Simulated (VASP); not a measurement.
# Hf (Fm-3m) in VASP: a series of runs

The runs below take Hf through single point, with PBEsol, PBE.

All numbers are computed with VASP 6.6.1; they aren't measurements. Logs are shortened: lines on timing, memory, paths and dates and some standing lists are left out, and cuts for length are marked.

## (1) The cell of the first run

It takes space group Fm-3m (No. 225, cubic). Conventional cell: a = 4.440 Å, b = 4.440 Å, c = 4.440 Å, α = 90.00°, β = 90.00°, γ = 90.00°. Within 4.1 Å of Hf (site symmetry m-3m) lie 12 Hf at 3.14 Å.

## (2) Single point, PBEsol

INCAR reads:

```
  ALGO = Normal
  EDIFF = 1E-7
  ENCUT = 520
  GGA = PS
  ISIF = 2
  ISMEAR = -1
  LASPH = T
  LCHARG = F
  LREAL = F
  LWAVE = F
  NBANDS = 11
  NELM = 80
  PREC = Accurate
  SIGMA = 0.03
```

KPOINTS reads:

```
k-points
0
Gamma
  16 16 16
```

POSCAR reads:

```
Hf
1.0
    0.0000000000      2.2200000000      2.2200000000
    2.2200000000      0.0000000000      2.2200000000
    2.2200000000      2.2200000000      0.0000000000
Hf
1
Direct
    0.0000000000      0.0000000000      0.0000000000
```

Potentials or basis: VASP PAW PBE potentials, release 64 (Hf_pv).

The run is started by

```sh
cat potpaw_PBE.64/Hf_pv/POTCAR > POTCAR
mpirun -np 1 vasp_std > vasp.out
```

OUTCAR:

```text
EDIFF = 1E-7
   ENCUT = 520
   GGA = PS
   ISIF = 2
   ISMEAR = -1
   LASPH = T
   LREAL = F
   NELM = 80
   PREC = Accurate

 ion  position               nearest neighbor table
   1  0.000  0.000  0.000-

  LATTYP: Found a face centered cubic cell.
 ALAT       =     4.4400000000

  Lattice vectors:

 A1 = (   0.0000000000,   2.2200000000,   2.2200000000)
 A2 = (   2.2200000000,   0.0000000000,   2.2200000000)
 A3 = (   2.2200000000,   2.2200000000,   0.0000000000)

Analysis of symmetry for initial positions (statically):
=====================================================================
 Subroutine PRICEL returns:
 Original cell was already a primitive cell.

 Routine SETGRP: Setting up the symmetry group for a
 face centered cubic supercell.

 Subroutine GETGRP returns: Found 48 space group operations
 (whereof 48 operations were pure point group operations)
 out of a pool of 48 trial point group operations.

The static configuration has the point symmetry O_h .

Analysis of symmetry for dynamics (positions and initial velocities):
=====================================================================
 Subroutine PRICEL returns:
 Original cell was already a primitive cell.

 Routine SETGRP: Setting up the symmetry group for a
 face centered cubic supercell.

 Subroutine GETGRP returns: Found 48 space group operations
 (whereof 48 operations were pure point group operations)
 out of a pool of 48 trial point group operations.

The dynamic configuration has the point symmetry O_h .

 Subroutine INISYM returns: Found 48 space group operations
 (whereof 48 operations are pure point group operations),
 and found     1 'primitive' translations

----------------------------------------------------------------------------------------

                                     Primitive cell

  volume of cell :      21.8821

  direct lattice vectors                    reciprocal lattice vectors
     0.000000000  2.220000000  2.220000000    -0.225225225  0.225225225  0.225225225
     2.220000000  0.000000000  2.220000000     0.225225225 -0.225225225  0.225225225
     2.220000000  2.220000000  0.000000000     0.225225225  0.225225225 -0.225225225

  length of vectors
     3.139554108  3.139554108  3.139554108     0.390101533  0.390101533  0.390101533

  position of ions in fractional coordinates (direct lattice)
     0.000000000  0.000000000  0.000000000

  ion indices of the primitive-cell ions
   primitive index   ion index
                 1           1

----------------------------------------------------------------------------------------

 KPOINTS: k-points

Automatic generation of k-mesh.
 Grid dimensions read from file:
 generate k-points for:   16   16   16

 Generating k-lattice:

  Cartesian coordinates                     Fractional coordinates (reciprocal lattice)
    -0.014076577  0.014076577  0.014076577     0.062500000  0.000000000  0.000000000
     0.014076577 -0.014076577  0.014076577     0.000000000  0.062500000  0.000000000
     0.014076577  0.014076577 -0.014076577     0.000000000  0.000000000  0.062500000

  Length of vectors
     0.024381346  0.024381346  0.024381346

  Shift w.r.t. Gamma in fractional coordinates (k-lattice)
     0.000000000  0.000000000  0.000000000

 Subroutine IBZKPT returns following result:
 ===========================================

 Found    145 irreducible k-points:

 Following reciprocal coordinates:
            Coordinates               Weight
  0.000000  0.000000  0.000000      1.000000
  0.062500  0.000000  0.000000      8.000000
  0.125000  0.000000  0.000000      8.000000
  0.187500  0.000000  0.000000      8.000000
  0.250000  0.000000  0.000000      8.000000
  0.312500  0.000000  0.000000      8.000000
[... 16 lines left out ...]
 -0.125000  0.062500  0.000000     24.000000
 -0.062500  0.062500  0.000000     12.000000
 [... further k-points ...]
   k-points           NKPTS =    145   k-points in BZ     NKDIM =    145   number of bands    NBANDS=     11
   number of dos      NEDOS =    301   number of ions     NIONS =      1
   total plane-waves  NPLWV =  13824
   dimension x,y,z NGX =    24 NGY =   24 NGZ =   24
   dimension x,y,z NGXF=    48 NGYF=   48 NGZF=   48
   ions per type =               1
   NGX,Y,Z   is equivalent  to a cutoff of  12.71, 12.71, 12.71 a.u.
   NGXF,Y,Z  is equivalent  to a cutoff of  25.42, 25.42, 25.42 a.u.
 SYSTEM =  unknown system
   PREC   = accura    normal or accurate (medium, high low for compatibility)
   ISTART =      0    job   : 0-new  1-cont  2-samecut
   ICHARG =      2    charge: 1-file 2-atom 10-const
   ISPIN  =      1    spin polarized calculation?
   LNONCOLLINEAR =      F non collinear calculations
   LSORBIT =      F    spin-orbit coupling
   LASPH  =      T    aspherical Exc in radial PAW
   ENCUT  =  520.0 eV  38.22 Ry    6.18 a.u.   5.84  5.84  5.84*2*pi/ulx,y,z
   NELM   =     80;   NELMIN=  2; NELMDL= -5     # of ELM steps
   EDIFF  = 0.1E-06   stopping-criterion for ELM
   LREAL  =      F    real-space projection
   EDIFFG = 0.1E-05   stopping-criterion for IOM
   NSW    =      0    number of steps for IOM
   IBRION =     -1    ionic relax: 0-MD 1-quasi-New 2-CG
   NFREE  =      0    steps in history (QN), initial steepest desc. (CG)
   ISIF   =      2    stress and relaxation
   ISYM   =      2    0-nonsym 1-usesym 2-fastsym
   POTIM  = 0.5000    time-step for ionic-motion
   TEBEG  =    0.0;   TEEND  =   0.0 temperature during run
   PSTRESS=    0.0 pullay stress
   NELECT =      10.0000    total number of electrons
   NUPDOWN=      -1.0000    fix difference up-down
   EMIN   =  10.00;   EMAX   =-10.00  energy-range for DOS
   EFERMI =   0.00;   METHOD = LEGACY
   ISMEAR =    -1;   SIGMA  =   0.03  broadening in eV -4-tet -1-fermi 0-gaus
   EFERMI_NEDOS =   21; number of points for ismear=-14 and -15
   IALGO  =     38    algorithm
   IMIX   =      4    mixing-type and parameters
     AMIX     =   0.40;   BMIX     =  1.00
     AMIX_MAG =   1.60;   BMIX_MAG =  1.00
  volume/ion in A,a.u.               =      21.88       147.67
  Fermi-wavevector in a.u.,A,eV,Ry     =   1.260991  2.382927 21.634588  1.590097
  Thomas-Fermi vector in A             =   2.394472
   LORBIT       =      0    0 simple, 1 ext, 2 COOP (PROOUT), +10 PAW based schemes
   GGA     = PS    functional components
   LHFCALC =     F    Hartree Fock is set to
   AEXX    =    0.0000 exact exchange contribution
   IVDW    =     0    specifies the selected vdW correction
   LEPSILON=     F    determine dielectric tensor
   LRPA    =     F    only Hartree local field effects (RPA)
 non-spin polarized calculation
  energy-cutoff  :      520.00
  volume of cell :       21.88
 maximum number of plane-waves:       609
   NGX = 11   NGY = 11   NGZ = 11

 number of electron      10.0000000 magnetization

 Free energy of the ion-electron system (eV)
  ---------------------------------------------------
  ext. energy  EPLUGINS =         0.00000000
  ---------------------------------------------------
  free energy    TOTEN  =       -10.43170693 eV

  energy without entropy =      -10.42602876  energy(sigma->0) =      -10.42886784

 E-fermi :   4.7315     XC(G=0): -11.4944

 val. band max:        4.7282842919   @ k =   0.5000   0.3125   0.1250
 cond. band min:       4.7365951799   @ k =  -0.3125   0.3125   0.0625
 fundamental gap:      0.0083108880
 Fermi energy:         4.7314509570

 k-point     1 :       0.0000    0.0000    0.0000
  band No.  band energies     occupation
      1     -25.1466      2.00000
      2     -25.1466      2.00000
      3     -25.1466      2.00000
      4      -2.5574      2.00000
      5       6.1341      0.00000
      6       6.1341      0.00000
      7       6.1341      0.00000
      8       8.9979      0.00000
      9       8.9979      0.00000
     10      16.1779      0.00000
     11      17.8602      0.00000

 k-point     2 :       0.0625    0.0000    0.0000
  band No.  band energies     occupation
      1     -25.1825      2.00000
      2     -25.1511      2.00000
      3     -25.1511      2.00000
      4      -2.4165      2.00000
      5       5.9900      0.00000
      6       6.2023      0.00000
      7       6.2023      0.00000
      8       8.9218      0.00000
      9       8.9218      0.00000
     10      16.4938      0.00000
     11      17.8594      0.00000

 k-point     3 :       0.1250    0.0000    0.0000
  band No.  band energies     occupation
      1     -25.2837      2.00000
      2     -25.1639      2.00000
      3     -25.1639      2.00000
      4      -2.0094      2.00000
      5       5.6272      0.00000
      6       6.3715      0.00000
      7       6.3715      0.00000
      8       8.7625      0.00000
      9       8.7625      0.00000
     10      17.2712      0.00000
     11      17.8557      0.00000

 k-point     4 :       0.1875    0.0000    0.0000
  band No.  band energies     occupation
      1     -25.4321      2.00000
      2     -25.1830      2.00000
      3     -25.1830      2.00000
      4      -1.3851      2.00000
      5       5.1963      0.00000
      6       6.5207      0.00000
      7       6.5207      0.00000
      8       8.7145      0.00000
      9       8.7145      0.00000
     10      17.1343      0.00000
     11      17.8643      0.00000

 k-point     5 :       0.2500    0.0000    0.0000
  band No.  band energies     occupation
      1     -25.6026      2.00000
      2     -25.2055      2.00000
      3     -25.2055      2.00000
      4      -0.6335      2.00000
      5       4.8495      0.03838
      6       6.4953      0.00000
      7       6.4953      0.00000
      8       8.9913      0.00000
      9       8.9913      0.00000
     10      16.2266      0.00000
     11      17.8616      0.00000

 k-point     6 :       0.3125    0.0000    0.0000
  band No.  band energies     occupation
      1     -25.7685      2.00000
      2     -25.2278      2.00000
      3     -25.2278      2.00000
      4       0.1025      2.00000
      5       4.7212      1.16918
      6       6.3132      0.00000
      7       6.3132      0.00000
      8       9.5869      0.00000
      9       9.5869      0.00000
     10      15.4496      0.00000
     11      17.8537      0.00000

 k-point     7 :       0.3750    0.0000    0.0000
  band No.  band energies     occupation
      1     -25.9058      2.00000
      2     -25.2466      2.00000
      3     -25.2466      2.00000
      4       0.6543      2.00000
      5       4.8892      0.01035
      6       6.1043      0.00000
      7       6.1043      0.00000
      8      10.3150      0.00000
      9      10.3150      0.00000
     10      14.8734      0.00000
     11      17.5025      0.00000

 k-point     8 :       0.4375    0.0000    0.0000
  band No.  band energies     occupation
      1     -25.9959      2.00000
      2     -25.2591      2.00000
      3     -25.2591      2.00000
      4       0.9446      2.00000
      5       5.2337      0.00000
      6       5.9539      0.00000
      7       5.9539      0.00000
      8      10.9396      0.00000
      9      10.9396      0.00000
     10      14.5081      0.00000
     11      16.2667      0.00000
[... 141 lines left out ...]
 k-point    19 :      -0.3750    0.0625    0.0000
  band No.  band energies     occupation
      1     -25.9332      2.00000
      2     -25.2846      2.00000
      3     -25.2481      2.00000
      4       0.9076      2.00000
      5       4.8887      0.01053
      6       5.9094      0.00000
      7       6.1328      0.00000
      8      10.1647      0.00000
      9      11.0531      0.00000
     10      14.8357      0.00000
     11      17.1242      0.00000

 k-point    20 :      -0.3125    0.0625    0.0000
  band No.  band energies     occupation
      1     -25.8137      2.00000
      2     -25.2705      2.00000
      3     -25.2270      2.00000
      4       0.4352      2.00000
      5       4.6690      1.77836
      6       6.0928      0.00000
      7       6.3321      0.00000
      8       9.3536      0.00000
      9      10.4094      0.00000
     10      15.4669      0.00000
     11      17.8468      0.00000

 k-point    21 :      -0.2500    0.0625    0.0000
  band No.  band energies     occupation
      1     -25.6603      2.00000
      2     -25.2491      2.00000
      3     -25.2034      2.00000
      4      -0.2630      2.00000
      5       4.7068      1.38874
      6       6.3224      0.00000
      7       6.5601      0.00000
      8       8.6482      0.00000
      9       9.7320      0.00000
     10      16.2168      0.00000
     11      17.8614      0.00000

 k-point    22 :      -0.1875    0.0625    0.0000
  band No.  band energies     occupation
      1     -25.4949      2.00000
      2     -25.2235      2.00000
      3     -25.1810      2.00000
      4      -1.0287      2.00000
      5       4.9831      0.00046
      6       6.4765      0.00000
      7       6.6616      0.00000
      8       8.2698      0.00000
      9       9.2346      0.00000
     10      17.0946      0.00000
     11      17.8667      0.00000

 k-point    23 :      -0.1250    0.0625    0.0000
  band No.  band energies     occupation
      1     -25.3435      2.00000
      2     -25.1970      2.00000
      3     -25.1631      2.00000
      4      -1.7044      2.00000
      5       5.3799      0.00000
      6       6.4599      0.00000
      7       6.5147      0.00000
      8       8.3444      0.00000
      9       9.0203      0.00000
     10      17.7436      0.00000
     11      17.8638      0.00000

 k-point    24 :      -0.0625    0.0625    0.0000
  band No.  band energies     occupation
      1     -25.2328      2.00000
      2     -25.1715      2.00000
      3     -25.1526      2.00000
      4      -2.1865      2.00000
      5       5.7628      0.00000
      6       6.3057      0.00000
      7       6.3218      0.00000
      8       8.6428      0.00000
      9       8.9854      0.00000
     10      16.9865      0.00000
     11      17.8579      0.00000

 [... further k-points ...]
[... 5 lines left out ...]
  --------------------------------------------------------------------------------------
  -------------------------------------------------------------------------------------
  Total       -0.2771510     -0.2771510     -0.2771510      0.0000000     -0.0000000      0.0000000
  in kB      -20.2926187    -20.2926187    -20.2926187      0.0000000     -0.0000000      0.0000000
  external PRESSURE =     -20.2926187 kB  Pullay stress =       0.0000000 kB

 VOLUME and BASIS-vectors are now :
 -----------------------------------------------------------------------------
  energy-cutoff  :      520.00
  volume of cell :       21.88
      direct lattice vectors                 reciprocal lattice vectors
     0.000000000  2.220000000  2.220000000    -0.225225225  0.225225225  0.225225225
     2.220000000  0.000000000  2.220000000     0.225225225 -0.225225225  0.225225225
     2.220000000  2.220000000  0.000000000     0.225225225  0.225225225 -0.225225225

 POSITION                                       TOTAL-FORCE (eV/Angst)
 -----------------------------------------------------------------------------------
      0.00000      0.00000      0.00000         0.000000      0.000000     -0.000000
 -----------------------------------------------------------------------------------
    total drift:                                0.000000      0.000000     -0.000000

  FREE ENERGIE OF THE ION-ELECTRON SYSTEM (eV)
  ---------------------------------------------------
  free  energy   TOTEN  =       -10.4317069305 eV

  energy  without entropy=      -10.4260287583  energy(sigma->0) =      -10.42886784
```

Wall time 9.1 s (1 thread of Intel Xeon 6975P-C (Granite Rapids), shared host); peak memory 0.16 GiB.

Results:

- Free energy: -10.4317 eV
- Pressure: -2.0 GPa
- Band gap on the k mesh: zero (band 5 reaches 6.13 eV, above the bottom of band 6 at 4.34 eV)

Levels at points of the mesh, in eV from the Fermi level:
```
           k point  band 3  band 4  band 5  band 6  band 7  band 8
(0.00, 0.00, 0.00)  -29.88   -7.29    1.40    1.40    1.40    4.27
(0.50, 0.00, 0.00)  -29.99   -3.70    0.69    1.17    1.17    6.46
(0.50, 0.50, 0.00)  -30.19   -3.35   -2.21    2.66    6.47    7.12
```

Caveat: the PAW data sets were made with another functional, which shifts forces and pressure a little; spin-orbit coupling is left out, which moves the levels of the heavy elements.

## (3) Single point, PBE

INCAR reads:

```
  PREC = Accurate
  ENCUT = 520
  EDIFF = 1E-6
  ISMEAR = -1
  SIGMA = 0.03
  LREAL = False
  LASPH = True
  NELM = 100
  ALGO = Normal
  ISIF = 2
  LWAVE = False
  LCHARG = True
  GGA = PE
  LELF = True
  LVHAR = True
  NBANDS = 11
```

KPOINTS reads:

```
regular mesh
0
Gamma
  16 16 16
```

POSCAR is that of step 2.

Potentials or basis: VASP PAW PBE potentials, release 64 (Hf_pv).

The run is started by

```sh
cat potpaw_PBE.64/Hf_pv/POTCAR > POTCAR
mpirun -np 1 vasp_std > vasp.out
```

It took 9.2 s on 1 thread of Intel Xeon 6975P-C (Granite Rapids), shared host; peak memory 0.16 GiB.

The run converged. Its results:

- Free energy: -9.8482 eV
- Pressure: 2.7 GPa
- Band gap on the k mesh: zero (band 5 reaches 6.31 eV, above the bottom of band 6 at 4.50 eV)

Levels at points of the mesh, in eV from the Fermi level:
```csv
k point,band 1,band 2,band 3,band 4,band 5,band 6,band 7,band 8,band 9,band 10
"(0.00, 0.00, 0.00)",-29.93,-29.93,-29.93,-7.28,1.42,1.42,1.42,4.29,4.29,11.39
"(0.50, 0.00, 0.00)",-30.80,-30.04,-30.04,-3.69,0.66,1.19,1.19,6.47,6.47,9.67
"(0.50, 0.50, 0.00)",-30.74,-30.24,-30.24,-3.34,-2.20,2.65,6.48,7.11,7.11,10.10
```

Caveat: spin-orbit coupling is left out, which moves the levels of the heavy elements.

[end of part 1 of 2]
